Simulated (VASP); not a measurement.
# Hf (I4/mmm) in VASP: single point with PBEsol

Aim: the single point of Hf with PBEsol.

All numbers are computed with VASP 6.6.1; they aren't measurements. Logs are shortened: lines on timing, memory, paths and dates and some standing lists are left out, and cuts for length are marked.

## (1) The cell of the first run

The structure is tetragonal, space group I4/mmm (No. 139). Conventional cell: a = 3.089 Å, b = 3.089 Å, c = 4.587 Å, α = 90.00°, β = 90.00°, γ = 90.00°. Hf (site symmetry 4/mmm) has 12 Hf at 3.09 to 3.17 Å within 4.1 Å.

## (2) Single point, PBEsol

Input file INCAR:

```
  PREC = Accurate
  ENCUT = 520
  EDIFF = 1E-6
  ISMEAR = 0
  SIGMA = 0.15
  LREAL = False
  LASPH = True
  NELM = 60
  ALGO = Fast
  ISIF = 2
  LWAVE = False
  LCHARG = False
  GGA = PS
  NBANDS = 11
```

Input file KPOINTS:

```
Automatic mesh
0
Gamma
  20 20 20
```

Input file POSCAR:

```
Hf
1.0
    0.0000000000      2.1841872859      2.2933966502
    2.1841872859      0.0000000000      2.2933966502
    2.1841872859      2.1841872859      0.0000000000
Hf
1
Direct
    0.0000000000      0.0000000000      0.0000000000
```

Potentials or basis: VASP PAW PBE potentials, release 64 (Hf_pv).

The run is started by

```sh
cat potpaw_PBE.64/Hf_pv/POTCAR > POTCAR
mpirun -np 1 vasp_std > vasp.out
```

OUTCAR:

```text
PREC = Accurate
   ENCUT = 520
   EDIFF = 1E-6
   ISMEAR = 0
   LREAL = False
   LASPH = True
   NELM = 60
   ISIF = 2
   GGA = PS

 ion  position               nearest neighbor table
   1  0.000  0.000  0.000-

  LATTYP: Found a body centered tetragonal cell.
 ALAT       =     3.0889072825
 C/A-ratio  =     1.4849242405

  Lattice vectors:

 A1 = (  -2.1841872859,   0.0000000000,   2.2933966502)
 A2 = (   2.1841872859,   0.0000000000,   2.2933966502)
 A3 = (   0.0000000000,   2.1841872859,  -2.2933966502)

Analysis of symmetry for initial positions (statically):
=====================================================================
 Subroutine PRICEL returns:
 Original cell was already a primitive cell.

 Routine SETGRP: Setting up the symmetry group for a
 body centered tetragonal supercell.

 Subroutine GETGRP returns: Found 16 space group operations
 (whereof 16 operations were pure point group operations)
 out of a pool of 16 trial point group operations.

The static configuration has the point symmetry D_4h.

Analysis of symmetry for dynamics (positions and initial velocities):
=====================================================================
 Subroutine PRICEL returns:
 Original cell was already a primitive cell.

 Routine SETGRP: Setting up the symmetry group for a
 body centered tetragonal supercell.

 Subroutine GETGRP returns: Found 16 space group operations
 (whereof 16 operations were pure point group operations)
 out of a pool of 16 trial point group operations.

The dynamic configuration has the point symmetry D_4h.

 Subroutine INISYM returns: Found 16 space group operations
 (whereof 16 operations are pure point group operations),
 and found     1 'primitive' translations

----------------------------------------------------------------------------------------

                                     Primitive cell

  volume of cell :      21.8821

  direct lattice vectors                    reciprocal lattice vectors
     0.000000000  2.184187286  2.293396650    -0.228918098  0.228918098  0.218017237
     2.184187286  0.000000000  2.293396650     0.228918098 -0.228918098  0.218017237
     2.184187286  2.184187286  0.000000000     0.228918098  0.228918098 -0.218017237

  length of vectors
     3.167071565  3.167071565  3.088907282     0.390305658  0.390305658  0.390305658

  position of ions in fractional coordinates (direct lattice)
     0.000000000  0.000000000  0.000000000

[... 82 lines left out ...]
   ISYM   =      2    0-nonsym 1-usesym 2-fastsym
   POTIM  = 0.5000    time-step for ionic-motion
   TEBEG  =    0.0;   TEEND  =   0.0 temperature during run
   PSTRESS=    0.0 pullay stress
   NELECT =      10.0000    total number of electrons
   NUPDOWN=      -1.0000    fix difference up-down
   EMIN   =  10.00;   EMAX   =-10.00  energy-range for DOS
   EFERMI =   0.00;   METHOD = LEGACY
   ISMEAR =     0;   SIGMA  =   0.15  broadening in eV -4-tet -1-fermi 0-gaus
   EFERMI_NEDOS =   21; number of points for ismear=-14 and -15
   IALGO  =     68    algorithm
   IMIX   =      4    mixing-type and parameters
     AMIX     =   0.40;   BMIX     =  1.00
     AMIX_MAG =   1.60;   BMIX_MAG =  1.00
  volume/ion in A,a.u.               =      21.88       147.67
  Fermi-wavevector in a.u.,A,eV,Ry     =   1.260991  2.382927 21.634588  1.590097
  Thomas-Fermi vector in A             =   2.394472
   LORBIT       =      0    0 simple, 1 ext, 2 COOP (PROOUT), +10 PAW based schemes
   GGA     = PS    functional components
   LHFCALC =     F    Hartree Fock is set to
   AEXX    =    0.0000 exact exchange contribution
   IVDW    =     0    specifies the selected vdW correction
   LEPSILON=     F    determine dielectric tensor
   LRPA    =     F    only Hartree local field effects (RPA)
 non-spin polarized calculation
 RMM-DIIS sequential band-by-band and
 Gauss-broadening in eV      SIGMA  =   0.15
  energy-cutoff  :      520.00
  volume of cell :       21.88
 maximum number of plane-waves:       612
   NGX = 11   NGY = 11   NGZ = 11

 number of electron      10.0000000 magnetization

 number of electron       9.9999999 magnetization

 Free energy of the ion-electron system (eV)
  ---------------------------------------------------
  ext. energy  EPLUGINS =         0.00000000
  ---------------------------------------------------
  free energy    TOTEN  =       -10.43390275 eV

  energy without entropy =      -10.41673504  energy(sigma->0) =      -10.42531890

 E-fermi :   4.7296     XC(G=0): -11.4945

 val. band max:        4.7288441408   @ k =   0.3000   0.0500   0.1000
 cond. band min:       4.7304921362   @ k =  -0.4000   0.3000   0.1500
 fundamental gap:      0.0016479954
 Fermi energy:         4.7295817467

 k-point     1 :       0.0000    0.0000    0.0000
  band No.  band energies     occupation
      1     -25.1550      2.00000
      2     -25.1467      2.00000
      3     -25.1467      2.00000
      4      -2.5565      2.00000
      5       5.7577      0.00000
      6       6.3451      0.00000
      7       6.3451      0.00000
      8       8.5330      0.00000
      9       9.4148      0.00000
     10      16.2119      0.00000
     11      19.7187      0.00000
[... 309 lines left out ...]
 k-point    24 :      -0.3500    0.0500    0.0000
  band No.  band energies     occupation
      1     -25.8999      2.00000
      2     -25.2946      2.00000
      3     -25.2138      2.00000
      4       0.6960      2.00000
      5       4.7816      0.62363
      6       5.7582      0.00000
      7       6.4946      0.00000
      8       9.8479      0.00000
      9      10.6970      0.00000
     10      15.0171      0.00000
     11      17.7602      0.00000

 [... further k-points ...]

------------------------ aborting loop because EDIFF is reached ----------------------------------------

  FORCE on cell =-STRESS in cart. coord.  units (eV):
  Direction    XX          YY          ZZ          XY          YZ          ZX
  --------------------------------------------------------------------------------------
  -------------------------------------------------------------------------------------
  Total       -0.1403116     -0.1403116     -0.5078245      0.0000000      0.0000000     -0.0000000
  in kB      -10.2734247    -10.2734247    -37.1822221      0.0000000      0.0000000     -0.0000000
  external PRESSURE =     -19.2430238 kB  Pullay stress =       0.0000000 kB

 VOLUME and BASIS-vectors are now :
 -----------------------------------------------------------------------------
  energy-cutoff  :      520.00
  volume of cell :       21.88
      direct lattice vectors                 reciprocal lattice vectors
     0.000000000  2.184187286  2.293396650    -0.228918098  0.228918098  0.218017237
     2.184187286  0.000000000  2.293396650     0.228918098 -0.228918098  0.218017237
     2.184187286  2.184187286  0.000000000     0.228918098  0.228918098 -0.218017237

 POSITION                                       TOTAL-FORCE (eV/Angst)
 -----------------------------------------------------------------------------------
      0.00000      0.00000      0.00000         0.000000      0.000000     -0.000000
 -----------------------------------------------------------------------------------
    total drift:                               -0.000000      0.000000     -0.000000

  FREE ENERGIE OF THE ION-ELECTRON SYSTEM (eV)
  ---------------------------------------------------
  free  energy   TOTEN  =       -10.4339027530 eV

  energy  without entropy=      -10.4167350382  energy(sigma->0) =      -10.42531890
```

OSZICAR:

```text
N       E                     dE             d eps       ncg     rms          rms(c)
DAV:   1     0.127069216337E+02    0.12707E+02   -0.57007E+03 14158   0.842E+02
DAV:   2    -0.103296440122E+02   -0.23037E+02   -0.22308E+02 17612   0.156E+02
DAV:   3    -0.107960136782E+02   -0.46637E+00   -0.46123E+00 17913   0.151E+01
DAV:   4    -0.107977595086E+02   -0.17458E-02   -0.17455E-02 16251   0.111E+00
DAV:   5    -0.107977687575E+02   -0.92489E-05   -0.92483E-05 17889   0.716E-02    0.466E+01
RMM:   6    -0.105278772176E+02    0.26989E+00   -0.17629E-01 14422   0.276E+00    0.272E+01
RMM:   7    -0.104377627158E+02    0.90115E-01   -0.34790E-01 15818   0.397E+00    0.133E+00
RMM:   8    -0.104337080630E+02    0.40547E-02   -0.23425E-02 15512   0.125E+00    0.256E-01
RMM:   9    -0.104338835746E+02   -0.17551E-03   -0.23237E-03 18683   0.414E-01    0.100E-01
RMM:  10    -0.104338978632E+02   -0.14289E-04   -0.30367E-04 18791   0.147E-01    0.629E-02
RMM:  11    -0.104339020280E+02   -0.41647E-05   -0.63258E-05 19308   0.658E-02    0.575E-03
RMM:  12    -0.104339027530E+02   -0.72505E-06   -0.78820E-06 17781   0.208E-02
   1 F= -.10433903E+02 E0= -.10425319E+02  d E =-.171677E-01
```

stdout:

```text
POSCAR found type information on POSCAR Hf
 POSCAR found :  1 types and       1 ions
 scaLAPACK will be used
 -----------------------------------------------------------------------------
|                                                                             |
|                                                                             |
|     You enforced a specific xc type in the INCAR file but a different       |
|     I HOPE YOU KNOW WHAT YOU ARE DOING!                                     |
|                                                                             |
 -----------------------------------------------------------------------------

 LDA part: xc-table for (Slater+PW92), standard interpolation
 POSCAR, INCAR and KPOINTS ok, starting setup
 FFT: planning ... GRIDC
 FFT: planning ... GRID_SOFT
 FFT: planning ... GRID
 WAVECAR not read
 entering main loop
WARNING in EDDRMM: call to ZHEGV failed, returncode =   8  4     11
```

Wall time 83 s (1 thread of AMD EPYC 9R45 (Zen 5), shared host); peak memory 0.24 GiB.

What came out:

```
Free energy            : -10.4339 eV
Pressure               : -1.9 GPa
Band gap on the k mesh : zero (bands 5 and 6 overlap by 1.78 eV)
```

Caveat: the PAW data sets were made with another functional, which shifts forces and pressure a little; spin-orbit coupling is left out, which moves the levels of the heavy elements.
